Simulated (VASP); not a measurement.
Set up this calculation in VASP 6.6.1, as the native input.

| Item | Value |
| --- | --- |
| Task | single point |
| Functional | LDA |
| Potentials or basis | VASP PAW LDA potentials, release 64 (Li_sv) |
| Cutoff | 520 eV |
| k mesh | 16 × 16 × 16 |
| Occupations | fermi-dirac, width 0.08 eV |
| Spin | no spin polarisation |
| Dipole correction | no |
| Further INCAR settings | ALGO = Normal; EDIFF = 1e-06; NBANDS = 8 |

The structure of Li lies in POSCAR:

```
Li
1.0
   -1.4787736371      1.4787736371      1.4787736371
    1.4787736371     -1.4787736371      1.4787736371
    1.4787736371      1.4787736371     -1.4787736371
Li
1
Direct
    0.0000000000      0.0000000000      0.0000000000
```

This cell differs from its parent crystal: volume scaled by 0.68.

These files were run (other wordings do the same):

INCAR

```
PREC = Accurate
ENCUT = 520
EDIFF = 1E-6
ISMEAR = -1
SIGMA = 0.08
LREAL = False
LASPH = True
NELM = 80
ALGO = Normal
ISIF = 2
LWAVE = False
LCHARG = False
GGA = CA
NBANDS = 8
```

KPOINTS

```
regular mesh
0
Gamma
  16 16 16
```

Potentials or basis: VASP PAW LDA potentials, release 64 (Li_sv).

Run with:

```bash
$ cat potpaw_LDA.64/Li_sv/POTCAR > POTCAR
$ mpirun -np 1 vasp_std > vasp.out
```

It took 24 s on 1 thread of AMD EPYC 7R13, with other jobs on the host, peak memory 0.09 GiB.
